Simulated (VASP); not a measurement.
# Ni (Im-3m) in VASP: a series of runs

The runs below take Ni through single point, with LDA.

Everything below comes from runs of VASP 6.6.1. Logs are shortened: lines on timing, memory, paths and dates and some standing lists are left out, and cuts for length are marked.

### 1 The cell of the first run

It takes space group Im-3m (No. 229, cubic). Conventional cell: a = 2.941 Å, b = 2.941 Å, c = 2.941 Å, α = 90.00°, β = 90.00°, γ = 90.00°. Within 3.4 Å of Ni (site symmetry m-3m) lie 14 Ni at 2.55 to 2.94 Å.

This isn't the form of Ni at room conditions, which is fcc.

### 2 Single point, LDA (12.72 Å³/atom)

INCAR

```
  PREC = Accurate
  ENCUT = 520
  EDIFF = 1E-7
  ISMEAR = -1
  SIGMA = 0.05
  LREAL = False
  LASPH = True
  NELM = 100
  ALGO = Normal
  ISIF = 2
  LWAVE = False
  LCHARG = True
  GGA = CA
  LELF = True
  LVHAR = True
  NBANDS = 11
```

KPOINTS

```
Automatic mesh
0
Gamma
  17 17 17
```

POSCAR

```
Ni
1.0
   -1.4704171015      1.4704171015      1.4704171015
    1.4704171015     -1.4704171015      1.4704171015
    1.4704171015      1.4704171015     -1.4704171015
Ni
1
Direct
    0.0000000000      0.0000000000      0.0000000000
```

Potentials or basis: VASP PAW LDA potentials, release 64 (Ni).

Run with:

```sh
> cat potpaw_LDA.64/Ni/POTCAR > POTCAR
> mpirun -np 1 vasp_std > vasp.out
```

OUTCAR:

```text
PREC = Accurate
   ENCUT = 520
   EDIFF = 1E-7
   ISMEAR = -1
   LREAL = False
   LASPH = True
   NELM = 100
   ISIF = 2
   GGA = CA

 ion  position               nearest neighbor table
   1  0.000  0.000  0.000-

  LATTYP: Found a body centered cubic cell.
 ALAT       =     2.9408342030

  Lattice vectors:

 A1 = (  -1.4704171015,   1.4704171015,   1.4704171015)
 A2 = (   1.4704171015,  -1.4704171015,   1.4704171015)
 A3 = (   1.4704171015,   1.4704171015,  -1.4704171015)

Analysis of symmetry for initial positions (statically):
=====================================================================
 Subroutine PRICEL returns:
 Original cell was already a primitive cell.

 Routine SETGRP: Setting up the symmetry group for a
 body centered cubic supercell.

 Subroutine GETGRP returns: Found 48 space group operations
 (whereof 48 operations were pure point group operations)
 out of a pool of 48 trial point group operations.

The static configuration has the point symmetry O_h .

Analysis of symmetry for dynamics (positions and initial velocities):
=====================================================================
 Subroutine PRICEL returns:
 Original cell was already a primitive cell.

 Routine SETGRP: Setting up the symmetry group for a
 body centered cubic supercell.

 Subroutine GETGRP returns: Found 48 space group operations
 (whereof 48 operations were pure point group operations)
 out of a pool of 48 trial point group operations.

The dynamic configuration has the point symmetry O_h .

 Subroutine INISYM returns: Found 48 space group operations
 (whereof 48 operations are pure point group operations),
 and found     1 'primitive' translations

----------------------------------------------------------------------------------------

                                     Primitive cell

  volume of cell :      12.7169

  direct lattice vectors                    reciprocal lattice vectors
    -1.470417102  1.470417102  1.470417102     0.000000000  0.340039571  0.340039571
     1.470417102 -1.470417102  1.470417102     0.340039571  0.000000000  0.340039571
     1.470417102  1.470417102 -1.470417102     0.340039571  0.340039571  0.000000000

  length of vectors
     2.546837128  2.546837128  2.546837128     0.480888573  0.480888573  0.480888573

  position of ions in fractional coordinates (direct lattice)
     0.000000000  0.000000000  0.000000000

  ion indices of the primitive-cell ions
   primitive index   ion index
                 1           1

----------------------------------------------------------------------------------------

 KPOINTS: Automatic mesh

Automatic generation of k-mesh.
 Grid dimensions read from file:
 generate k-points for:   17   17   17

 Generating k-lattice:

  Cartesian coordinates                     Fractional coordinates (reciprocal lattice)
     0.000000000  0.020002328  0.020002328     0.058823529  0.000000000  0.000000000
     0.020002328  0.000000000  0.020002328     0.000000000  0.058823529  0.000000000
     0.020002328  0.020002328  0.000000000     0.000000000  0.000000000  0.058823529

  Length of vectors
     0.028287563  0.028287563  0.028287563

  Shift w.r.t. Gamma in fractional coordinates (k-lattice)
     0.000000000  0.000000000  0.000000000

 Subroutine IBZKPT returns following result:
 ===========================================

 Found    165 irreducible k-points:

 Following reciprocal coordinates:
            Coordinates               Weight
  0.000000  0.000000  0.000000      1.000000
  0.058824  0.000000  0.000000     12.000000
  0.117647  0.000000  0.000000     12.000000
  0.176471  0.000000  0.000000     12.000000
  0.235294  0.000000  0.000000     12.000000
  0.294118  0.000000  0.000000     12.000000
[... 16 lines left out ...]
  0.411765  0.117647  0.000000     48.000000
  0.176471  0.176471  0.000000     24.000000
 [... further k-points ...]
   k-points           NKPTS =    165   k-points in BZ     NKDIM =    165   number of bands    NBANDS=     11
   number of dos      NEDOS =    301   number of ions     NIONS =      1
   total plane-waves  NPLWV =   8000
   dimension x,y,z NGX =    20 NGY =   20 NGZ =   20
   dimension x,y,z NGXF=    40 NGYF=   40 NGZF=   40
   ions per type =               1
   NGX,Y,Z   is equivalent  to a cutoff of  13.06, 13.06, 13.06 a.u.
   NGXF,Y,Z  is equivalent  to a cutoff of  26.11, 26.11, 26.11 a.u.
 SYSTEM =  unknown system
   PREC   = accura    normal or accurate (medium, high low for compatibility)
   ISTART =      0    job   : 0-new  1-cont  2-samecut
   ICHARG =      2    charge: 1-file 2-atom 10-const
   ISPIN  =      1    spin polarized calculation?
   LNONCOLLINEAR =      F non collinear calculations
   LSORBIT =      F    spin-orbit coupling
   LASPH  =      T    aspherical Exc in radial PAW
   ENCUT  =  520.0 eV  38.22 Ry    6.18 a.u.   4.74  4.74  4.74*2*pi/ulx,y,z
   NELM   =    100;   NELMIN=  2; NELMDL= -5     # of ELM steps
   EDIFF  = 0.1E-06   stopping-criterion for ELM
   LREAL  =      F    real-space projection
   EDIFFG = 0.1E-05   stopping-criterion for IOM
   NSW    =      0    number of steps for IOM
   IBRION =     -1    ionic relax: 0-MD 1-quasi-New 2-CG
   NFREE  =      0    steps in history (QN), initial steepest desc. (CG)
   ISIF   =      2    stress and relaxation
   ISYM   =      2    0-nonsym 1-usesym 2-fastsym
   POTIM  = 0.5000    time-step for ionic-motion
   TEBEG  =    0.0;   TEEND  =   0.0 temperature during run
   PSTRESS=    0.0 pullay stress
   NELECT =      10.0000    total number of electrons
   NUPDOWN=      -1.0000    fix difference up-down
   EMIN   =  10.00;   EMAX   =-10.00  energy-range for DOS
   EFERMI =   0.00;   METHOD = LEGACY
   ISMEAR =    -1;   SIGMA  =   0.05  broadening in eV -4-tet -1-fermi 0-gaus
   EFERMI_NEDOS =   21; number of points for ismear=-14 and -15
   IALGO  =     38    algorithm
   IMIX   =      4    mixing-type and parameters
     AMIX     =   0.40;   BMIX     =  1.00
     AMIX_MAG =   1.60;   BMIX_MAG =  1.00
  volume/ion in A,a.u.               =      12.72        85.82
  Fermi-wavevector in a.u.,A,eV,Ry     =   1.511057  2.855484 31.066106  2.283294
  Thomas-Fermi vector in A             =   2.621165
   LORBIT       =      0    0 simple, 1 ext, 2 COOP (PROOUT), +10 PAW based schemes
   GGA     = CA    functional components
   LHFCALC =     F    Hartree Fock is set to
   AEXX    =    0.0000 exact exchange contribution
   IVDW    =     0    specifies the selected vdW correction
   LEPSILON=     F    determine dielectric tensor
   LRPA    =     F    only Hartree local field effects (RPA)
 non-spin polarized calculation
  energy-cutoff  :      520.00
  volume of cell :       12.72
 maximum number of plane-waves:       370
   NGX =  9   NGY =  9   NGZ =  9

 number of electron      10.0000000 magnetization

 number of electron       9.9999987 magnetization

 Free energy of the ion-electron system (eV)
  ---------------------------------------------------
  ext. energy  EPLUGINS =         0.00000000
  ---------------------------------------------------
  free energy    TOTEN  =        -6.13768024 eV

  energy without entropy =       -6.11573145  energy(sigma->0) =       -6.12670585

 E-fermi :   6.7850     XC(G=0): -12.7084

 val. band max:        6.7777301635   @ k =  -0.3529   0.4706   0.2353
 cond. band min:       6.7937097910   @ k =  -0.4118   0.4118   0.4118
 fundamental gap:      0.0159796275
 Fermi energy:         6.7849974593

 k-point     1 :       0.0000    0.0000    0.0000
  band No.  band energies     occupation
      1      -0.9513      2.00000
      2       5.2700      2.00000
      3       5.2700      2.00000
      4       5.2700      2.00000
      5       6.3808      1.99938
      6       6.3808      1.99938
      7      31.7803      0.00000
      8      31.7803      0.00000
      9      31.7803      0.00000
     10      35.1548      0.00000
     11      35.1548      0.00000

 k-point     2 :       0.0588    0.0000    0.0000
  band No.  band energies     occupation
      1      -0.8234      2.00000
      2       5.2437      2.00000
      3       5.2685      2.00000
      4       5.3230      2.00000
      5       6.3546      1.99963
      6       6.3828      1.99936
      7      30.4569      0.00000
      8      31.4516      0.00000
      9      31.5071      0.00000
     10      33.7126      0.00000
     11      33.8494      0.00000

 k-point     3 :       0.1176    0.0000    0.0000
  band No.  band energies     occupation
      1      -0.4448      2.00000
      2       5.1690      2.00000
      3       5.2578      2.00000
      4       5.4778      2.00000
      5       6.2912      1.99990
      6       6.3893      1.99927
      7      27.7077      0.00000
      8      30.3246      0.00000
      9      30.9137      0.00000
     10      31.8161      0.00000
     11      32.9166      0.00000

 k-point     4 :       0.1765    0.0000    0.0000
  band No.  band energies     occupation
      1       0.1665      2.00000
      2       5.0572      2.00000
      3       5.2269      2.00000
      4       5.7202      2.00000
      5       6.2297      1.99997
      6       6.4011      1.99907
      7      24.7126      0.00000
      8      28.9014      0.00000
      9      30.0305      0.00000
     10      30.2816      0.00000
     11      32.2832      0.00000
[... 239 lines left out ...]
 k-point    22 :       0.3529    0.1176   -0.0000
  band No.  band energies     occupation
      1       3.3475      2.00000
      2       4.6056      2.00000
      3       5.5678      2.00000
      4       6.2813      1.99992
      5       6.5948      1.95637
      6       7.8456      0.00000
      7      14.4199      0.00000
      8      21.5475      0.00000
      9      24.8251      0.00000
     10      30.4221      0.00000
     11      34.4279      0.00000

 k-point    23 :       0.4118    0.1176    0.0000
  band No.  band energies     occupation
      1       3.4727      2.00000
      2       4.5636      2.00000
      3       5.8400      2.00000
      4       6.3012      1.99987
      5       6.6846      1.76346
      6       8.6231      0.00000
      7      12.8054      0.00000
      8      21.2597      0.00000
      9      24.5102      0.00000
     10      30.3174      0.00000
     11      34.3805      0.00000

 k-point    24 :       0.1765    0.1765    0.0000
  band No.  band energies     occupation
      1       2.1137      2.00000
      2       4.8686      2.00000
      3       4.9038      2.00000
      4       6.1381      2.00000
      5       6.4727      1.99613
      6       6.7165      1.59453
      7      20.8304      0.00000
      8      21.1681      0.00000
      9      26.3761      0.00000
     10      31.5540      0.00000
     11      33.9675      0.00000

 [... further k-points ...]

------------------------ aborting loop because EDIFF is reached ----------------------------------------

  FORCE on cell =-STRESS in cart. coord.  units (eV):
  Direction    XX          YY          ZZ          XY          YZ          ZX
  --------------------------------------------------------------------------------------
  -------------------------------------------------------------------------------------
  Total       -2.6371959     -2.6371959     -2.6371959     -0.0000000     -0.0000000      0.0000000
  in kB     -332.2548671   -332.2548671   -332.2548671     -0.0000000     -0.0000000      0.0000000
  external PRESSURE =    -332.2548671 kB  Pullay stress =       0.0000000 kB

 VOLUME and BASIS-vectors are now :
 -----------------------------------------------------------------------------
  energy-cutoff  :      520.00
  volume of cell :       12.72
      direct lattice vectors                 reciprocal lattice vectors
    -1.470417102  1.470417102  1.470417102     0.000000000  0.340039571  0.340039571
     1.470417102 -1.470417102  1.470417102     0.340039571  0.000000000  0.340039571
     1.470417102  1.470417102 -1.470417102     0.340039571  0.340039571  0.000000000

 POSITION                                       TOTAL-FORCE (eV/Angst)
 -----------------------------------------------------------------------------------
      0.00000      0.00000      0.00000        -0.000000      0.000000     -0.000000
 -----------------------------------------------------------------------------------
    total drift:                                0.000000     -0.000000      0.000000

  FREE ENERGIE OF THE ION-ELECTRON SYSTEM (eV)
  ---------------------------------------------------
  free  energy   TOTEN  =        -6.1376802445 eV

  energy  without entropy=       -6.1157314481  energy(sigma->0) =       -6.12670585
```

Run time: 34 s. Hardware: 1 thread of Intel Xeon 8259CL, shared host; peak memory 0.14 GiB.

Results:

```
Free energy            : -6.1377 eV
Pressure               : -33.2 GPa
Band gap on the k mesh : zero (bands 5 and 6 overlap by 0.75 eV)
```

Caveat: the cell stands under tension; the run has no spin polarisation, though such a crystal can be magnetic. Spin polarisation is off, so any magnetic state and its effect on volume and gap are missing.

(Continued in part 2 of 2.)
